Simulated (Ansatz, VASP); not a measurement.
# NaW16 in VASP and in Ansatz

```
CELL_PARAMETERS angstrom
6.32000 0.00000 0.00000
0.00000 6.32000 0.00000
0.00000 0.00000 6.32000
ATOMIC_POSITIONS crystal
W 0.99935 0.98446 0.00178
W 0.50059 0.98505 0.00184
W 0.95777 0.46579 0.97361
W 0.98402 0.00826 0.51593
W 0.25018 0.23377 0.25444
W 0.54104 0.46875 0.97696
W 0.51660 0.00840 0.51589
W 0.75055 0.23653 0.25408
W 0.99948 0.49387 0.49242
W 0.25140 0.81624 0.32504
W 0.24974 0.24784 0.75536
W 0.50084 0.49383 0.49284
W 0.74981 0.74181 0.24950
W 0.74908 0.23425 0.74195
W 0.25028 0.74703 0.74172
W 0.75030 0.74633 0.74427
Na 0.24690 0.59127 0.09835
```

Alike in both runs: functional PBE; k mesh 2 × 2 × 2; occupations fermi-dirac, width 0.05 eV; no spin polarisation.

Ansatz relaxed the structure, and its values are those at the end. VASP's run is a single point on that final structure, the one shown.

```csv
,VASP,Ansatz
version,VASP 6.6.1,Ansatz 0.2.0
potentials or method,"VASP PAW PBE potentials, release 64 (W_sv, Na_pv), cutoff 520 eV","scalar-relativistic, plane waves, PAW"
valence electrons in the cell,231,233
```

|  | VASP | Ansatz | Ansatz less VASP |
| --- | --- | --- | --- |
| rms of the force components (eV/Å) | 0.042 | 0.016 | -0.0261 |

VASP's potentials hold 231 valence electrons a cell and Ansatz's 233, so a difference there can come from the potentials and not from the codes.

The k mesh is coarse, so the values compare programs but aren't converged. Neither program's run includes spin-orbit coupling.
